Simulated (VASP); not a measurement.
Wanted: the native input for a VASP 6.6.1 run.

| Item | Value |
| --- | --- |
| Task | single point |
| Functional | PBEsol |
| Potentials or basis | VASP PAW PBE potentials, release 64 (Sc_sv) |
| Cutoff | 520 eV |
| k mesh | 15 × 15 × 10 |
| Occupations | gaussian, width 0.15 eV |
| Spin | no spin polarisation |
| Dipole correction | no |
| Further INCAR settings | ALGO = Fast; EDIFF = 1e-06; NBANDS = 18 |

The structure of Sc lies in POSCAR:

```
Sc
1.0
    3.4408000000      0.0000000000      0.0000000000
   -1.7204000000      2.9798202094      0.0000000000
    0.0000000000      0.0000000000      4.8283000000
Sc
2
Direct
    0.3333333333      0.6666666667      0.2500000000
    0.6666666667      0.3333333333      0.7500000000
```

The input as run:

INCAR

```
  PREC = Accurate
  ENCUT = 520
  EDIFF = 1E-6
  ISMEAR = 0
  SIGMA = 0.15
  LREAL = False
  LASPH = True
  NELM = 60
  ALGO = Fast
  ISIF = 2
  LWAVE = False
  LCHARG = True
  GGA = PS
  LELF = True
  LVHAR = True
  NBANDS = 18
```

KPOINTS

```
Automatic mesh
0
Gamma
  15 15 10
```

Potentials or basis: VASP PAW PBE potentials, release 64 (Sc_sv).

Run with:

```console
$ cat potpaw_PBE.64/Sc_sv/POTCAR > POTCAR
$ mpirun -np 1 vasp_std > vasp.out
```

It gave:

The pressure is -2.4 GPa. The band gap on the k mesh is zero (band 11 reaches 4.99 eV, above the bottom of band 12 at 2.98 eV).

Caveat: the PAW data sets were made with another functional, which shifts forces and pressure a little.

Run time: 120 s on 1 thread of Intel(R) Xeon(R) Platinum 8488C (Sapphire Rapids), on a shared host, peak memory 0.25 GiB.
